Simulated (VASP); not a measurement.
# Na2S (Fm-3m) in VASP: further runs, part 2 of 2

VASP 6.6.1.

## 4. Single point, PBE (volume changed by -3%)

INCAR

```
PREC     = Accurate       # precision mode
ENCUT    = 500            # plane-wave cutoff, eV
EDIFF    = 1E-6           # SCF threshold, eV
ISMEAR   = 0              # smearing method
SIGMA    = 0.01           # smearing width, eV
LREAL    = F              # projectors in reciprocal space
LASPH    = T              # aspherical terms in the spheres
NELM     = 120            # most SCF steps
ALGO     = Normal         # electronic algorithm
ISIF     = 2              # what is computed and relaxed
LWAVE    = F              # write WAVECAR
LCHARG   = F              # write CHGCAR
GGA      = PE             # functional
NBANDS   = 17             # bands
GGA_COMPAT= F
```

KPOINTS

```
Automatic mesh
0
Gamma
  6 6 6
```

POSCAR

```
Na2S
1.0
    0.0000000000      3.2506599483      3.2506599483
    3.2506599483      0.0000000000      3.2506599483
    3.2506599483      3.2506599483      0.0000000000
S Na
1 2
Direct
    0.0000000000      0.0000000000      0.0000000000
    0.2500000000      0.2500000000      0.2500000000
    0.7500000000      0.7500000000      0.7500000000
```

Potentials or basis: VASP PAW PBE potentials, release 64 (S, Na_pv).

Launch:

```bash
cat potpaw_PBE.64/S/POTCAR potpaw_PBE.64/Na_pv/POTCAR > POTCAR
mpirun -np 1 vasp_std > vasp.out
```

OUTCAR:

```text
PREC = Accurate
   ENCUT = 500
   EDIFF = 1E-6
   ISMEAR = 0
   LREAL = F
   LASPH = T
   NELM = 120
   ISIF = 2
   GGA = PE

 ion  position               nearest neighbor table
   1  0.000  0.000  0.000-
   2  0.250  0.250  0.250-
   3  0.750  0.750  0.750-

  LATTYP: Found a face centered cubic cell.
 ALAT       =     6.5013198966

  Lattice vectors:

 A1 = (   0.0000000000,   3.2506599483,   3.2506599483)
 A2 = (   3.2506599483,   0.0000000000,   3.2506599483)
 A3 = (   3.2506599483,   3.2506599483,   0.0000000000)

Analysis of symmetry for initial positions (statically):
=====================================================================
 Subroutine PRICEL returns:
 Original cell was already a primitive cell.

 Routine SETGRP: Setting up the symmetry group for a
 face centered cubic supercell.

 Subroutine GETGRP returns: Found 48 space group operations
 (whereof 48 operations were pure point group operations)
 out of a pool of 48 trial point group operations.

The static configuration has the point symmetry O_h .

Analysis of symmetry for dynamics (positions and initial velocities):
=====================================================================
 Subroutine PRICEL returns:
 Original cell was already a primitive cell.

 Routine SETGRP: Setting up the symmetry group for a
 face centered cubic supercell.

 Subroutine GETGRP returns: Found 48 space group operations
 (whereof 48 operations were pure point group operations)
 out of a pool of 48 trial point group operations.

The dynamic configuration has the point symmetry O_h .

 Subroutine INISYM returns: Found 48 space group operations
 (whereof 48 operations are pure point group operations),
 and found     1 'primitive' translations

[... 103 lines left out ...]
   EFERMI_NEDOS =   21; number of points for ismear=-14 and -15
   IALGO  =     38    algorithm
   IMIX   =      4    mixing-type and parameters
     AMIX     =   0.40;   BMIX     =  1.00
     AMIX_MAG =   1.60;   BMIX_MAG =  1.00
  volume/ion in A,a.u.               =      22.90       154.53
  Fermi-wavevector in a.u.,A,eV,Ry     =   1.085017  2.050385 16.017626  1.177262
  Thomas-Fermi vector in A             =   2.221121
   LORBIT       =      0    0 simple, 1 ext, 2 COOP (PROOUT), +10 PAW based schemes
   GGA     = PE    functional components
   LHFCALC =     F    Hartree Fock is set to
   AEXX    =    0.0000 exact exchange contribution
   IVDW    =     0    specifies the selected vdW correction
   LEPSILON=     F    determine dielectric tensor
   LRPA    =     F    only Hartree local field effects (RPA)
 non-spin polarized calculation
 Gauss-broadening in eV      SIGMA  =   0.01
  energy-cutoff  :      500.00
  volume of cell :       68.70
 maximum number of plane-waves:      1807
 NGX is ok and might be reduce to    36
   NGX = 17   NGY = 17   NGZ = 17

 number of electron      19.9999984 magnetization

 Free energy of the ion-electron system (eV)
  ---------------------------------------------------
  ext. energy  EPLUGINS =         0.00000000
  ---------------------------------------------------
  free energy    TOTEN  =        -9.96947101 eV

  energy without entropy =       -9.96947101  energy(sigma->0) =       -9.96947101

 E-fermi :   0.3788     XC(G=0):  -7.8908

 val. band max:        0.2666363790   @ k =   0.0000   0.0000   0.0000
 cond. band min:       2.8131107900   @ k =   0.0000   0.0000   0.0000
 fundamental gap:      2.5464744110
 Fermi energy:         0.3787568331

 k-point     1 :       0.0000    0.0000    0.0000
  band No.  band energies     occupation
      1     -21.9366      2.00000
      2     -21.9366      2.00000
      3     -21.9366      2.00000
      4     -21.8798      2.00000
      5     -21.8798      2.00000
      6     -21.8798      2.00000
[... 297 lines left out ...]
      4     -21.8913      2.00000
      5     -21.8704      2.00000
      6     -21.8669      2.00000
[... 9 lines left out ...]
     16      11.5358      0.00000
     17      12.3183      0.00000

------------------------ aborting loop because EDIFF is reached ----------------------------------------

  FORCE on cell =-STRESS in cart. coord.  units (eV):
  Direction    XX          YY          ZZ          XY          YZ          ZX
  --------------------------------------------------------------------------------------
  -------------------------------------------------------------------------------------
  Total        0.3993536      0.3993536      0.3993536      0.0000000     -0.0000000     -0.0000000
  in kB        9.3137289      9.3137289      9.3137289      0.0000000     -0.0000000     -0.0000000
  external PRESSURE =       9.3137289 kB  Pullay stress =       0.0000000 kB

 VOLUME and BASIS-vectors are now :
 -----------------------------------------------------------------------------
  energy-cutoff  :      500.00
  volume of cell :       68.70
      direct lattice vectors                 reciprocal lattice vectors
     0.000000000  3.250659948  3.250659948    -0.153814920  0.153814920  0.153814920
     3.250659948  0.000000000  3.250659948     0.153814920 -0.153814920  0.153814920
     3.250659948  3.250659948  0.000000000     0.153814920  0.153814920 -0.153814920

 POSITION                                       TOTAL-FORCE (eV/Angst)
 -----------------------------------------------------------------------------------
      0.00000      0.00000      0.00000        -0.000000      0.000000     -0.000000
      1.62533      1.62533      1.62533        -0.000000     -0.000000     -0.000000
      4.87599      4.87599      4.87599         0.000000      0.000000      0.000000
 -----------------------------------------------------------------------------------
    total drift:                                0.000000      0.000000      0.000000

  FREE ENERGIE OF THE ION-ELECTRON SYSTEM (eV)
  ---------------------------------------------------
  free  energy   TOTEN  =        -9.9694710128 eV

  energy  without entropy=       -9.9694710128  energy(sigma->0) =       -9.96947101
```

OSZICAR:

```text
N       E                     dE             d eps       ncg     rms          rms(c)
DAV:   1     0.145992664399E+03    0.14599E+03   -0.10154E+04   544   0.119E+03
DAV:   2    -0.282970665586E+00   -0.14628E+03   -0.14191E+03   600   0.316E+02
DAV:   3    -0.106289436407E+02   -0.10346E+02   -0.10299E+02   655   0.857E+01
DAV:   4    -0.108122006236E+02   -0.18326E+00   -0.18311E+00   695   0.124E+01
DAV:   5    -0.108158672734E+02   -0.36666E-02   -0.36663E-02   692   0.168E+00    0.372E+00
DAV:   6    -0.100121279572E+02    0.80374E+00   -0.15767E+00   733   0.554E+00    0.299E+00
DAV:   7    -0.995857762996E+01    0.53550E-01   -0.24102E-01   658   0.208E+00    0.195E+00
DAV:   8    -0.996791398618E+01   -0.93364E-02   -0.18227E-02   578   0.110E+00    0.546E-01
DAV:   9    -0.996782265480E+01    0.91331E-04   -0.34175E-04   739   0.144E-01    0.478E-01
DAV:  10    -0.996950723325E+01   -0.16846E-02   -0.54842E-03   558   0.414E-01    0.355E-01
DAV:  11    -0.996945534760E+01    0.51886E-04   -0.15223E-04   657   0.924E-02    0.168E-01
DAV:  12    -0.996946136945E+01   -0.60218E-05   -0.76994E-05   578   0.545E-02    0.137E-02
DAV:  13    -0.996947117657E+01   -0.98071E-05   -0.32041E-05   565   0.316E-02    0.298E-02
DAV:  14    -0.996947101276E+01    0.16380E-06   -0.21579E-06   607   0.958E-03
   1 F= -.99694710E+01 E0= -.99694710E+01  d E =-.199021E-58
```

stdout:

```text
POSCAR found type information on POSCAR S Na
 POSCAR found :  2 types and       3 ions
 scaLAPACK will be used
 LDA part: xc-table for (Slater+PW92), standard interpolation
 POSCAR, INCAR and KPOINTS ok, starting setup
 FFT: planning ... GRIDC
 FFT: planning ... GRID_SOFT
 FFT: planning ... GRID
 WAVECAR not read
 entering main loop
```

Run time: 8.1 s. Hardware: 1 thread of Intel Xeon 6975P-C (Granite Rapids), shared host; peak memory 0.19 GiB.

What came out:

```yaml
Free_energy: -9.9695 eV
Pressure: 0.9 GPa
Band_gap_on_the_k_mesh: 2.55 eV, direct
```

Levels at points of the mesh, in eV from the valence-band top:
```tsv
k point	band 6	band 7	band 8	band 9	band 10	band 11	band 12	band 13	band 14	band 15
(0.00, 0.00, 0.00)	-22.15	-10.17	0.00	0.00	0.00	2.55	7.81	7.81	7.81	9.40
(0.50, 0.00, 0.00)	-22.17	-9.91	-1.67	-0.13	-0.13	4.87	6.52	7.19	7.19	11.33
(0.50, 0.50, 0.00)	-22.13	-9.83	-1.50	-0.46	-0.46	3.86	6.06	8.60	9.89	9.89
```

## 5. Single point, PBE (volume changed by +3%)

INCAR

```
PREC = Accurate ; ENCUT = 500
EDIFF = 1E-6 ; ISMEAR = 0
SIGMA = 0.01 ; LREAL = False
LASPH = True ; NELM = 120
ALGO = Normal ; ISIF = 2
LWAVE = False ; LCHARG = False
GGA = PE ; NBANDS = 17
GGA_COMPAT = False
```

KPOINTS is that of step 4.

POSCAR

```
Na2S
1.0
    0.0000000000      3.3163475440      3.3163475440
    3.3163475440      0.0000000000      3.3163475440
    3.3163475440      3.3163475440      0.0000000000
S Na
1 2
Direct
    0.0000000000      0.0000000000      0.0000000000
    0.2500000000      0.2500000000      0.2500000000
    0.7500000000      0.7500000000      0.7500000000
```

Launch:

```bash
cat potpaw_PBE.64/S/POTCAR potpaw_PBE.64/Na_pv/POTCAR > POTCAR
mpirun -np 1 vasp_std > vasp.out
```

Wall time 8.2 s (1 thread of Intel Xeon 6975P-C (Granite Rapids), shared host); peak memory 0.19 GiB.

It converged, with:

* Free energy: -9.9713 eV
* Pressure: -0.8 GPa
* Band gap on the k mesh: 2.35 eV, direct

Levels at points of the mesh, in eV from the valence-band top:
```
           k point  band 7  band 8  band 9  band 10  band 11  band 12  band 13  band 14
(0.00, 0.00, 0.00)  -10.09    0.00    0.00     0.00     2.35     7.60     7.60     7.60
(0.50, 0.00, 0.00)   -9.87   -1.57   -0.13    -0.13     4.62     6.28     7.05     7.05
(0.50, 0.50, 0.00)   -9.80   -1.41   -0.44    -0.44     3.82     5.87     8.12     9.50
```

## 6. Overview

```csv
cell,gap on the mesh (eV),pressure (GPa)
"a = 4.549 Å, angles 60.0°, 3 atoms",2.65,2.0
"a = 4.644 Å, angles 60.0°, 3 atoms",2.45,0.0
"a = 4.597 Å, angles 60.0°, 3 atoms",2.55,0.9
"a = 4.690 Å, angles 60.0°, 3 atoms",2.35,-0.8
```

Alike in all rows: task single point; level PBE; potentials or basis VASP PAW PBE potentials, release 64 (S, Na_pv); no spin polarisation; k mesh 6 × 6 × 6; cutoff (eV) 500; smearing gaussian 0.01 eV.

Total energies depend on the potentials used, so only differences within one code and one set of settings carry meaning.
